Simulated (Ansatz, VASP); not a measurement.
One calculation of BP, two programs

INCAR

```
ALGO = Normal ; EDIFF = 1E-6
ENCUT = 500 ; GGA = PE
GGA_COMPAT = F ; ISIF = 2
ISMEAR = 0 ; LASPH = T
LCHARG = F ; LREAL = F
LWAVE = F ; NBANDS = 11
NELM = 120 ; PREC = Accurate
SIGMA = 0.01
```

The input KPOINTS:

```
k-points
0
Gamma
  10 10 10
```

POSCAR

```
BP
1.0
    0.0000000000      2.1394742201      2.1394742201
    2.1394742201      0.0000000000      2.1394742201
    2.1394742201      2.1394742201      0.0000000000
B P
1 1
Direct
    0.0000000000      0.0000000000      0.0000000000
    0.2500000000      0.2500000000      0.2500000000
```

Input for Ansatz:

```yaml
crystal:
  lattice:
    - [0.0, 2.1394742201, 2.1394742201]
    - [2.1394742201, 0.0, 2.1394742201]
    - [2.1394742201, 2.1394742201, 0.0]
  atoms:
    - { symbol: B, position: [0.0, 0.0, 0.0] }
    - { symbol: P, position: [0.25, 0.25, 0.25] }
scf:
  occupations: { method: fixed }
output:
  forces: true
  stress: true
  eigenvalues: true
hamiltonian:
  xc: pbe
basis:
  ecutwfc: 520
kpoints:
  mp_grid: { grid: [10, 10, 10] }
```

Alike in both runs: task single point; functional PBE; k mesh 10 × 10 × 10; no spin polarisation.

|  | VASP | Ansatz |
| --- | --- | --- |
| version | VASP 6.6.1 | Ansatz 0.2.0 |
| potentials or method | VASP PAW PBE potentials, release 64 (B, P), cutoff 500 eV | scalar-relativistic, plane waves, PAW |
| occupations | gaussian, width 0.01 eV | fixed |
| valence electrons in the cell | 8 | 8 |

```tsv
	VASP	Ansatz	Ansatz less VASP
gap on the k mesh at the Fermi level (eV)	0.95	0.96	+0.007
least direct gap on the mesh (eV)	3.74	3.74	+0.006
```
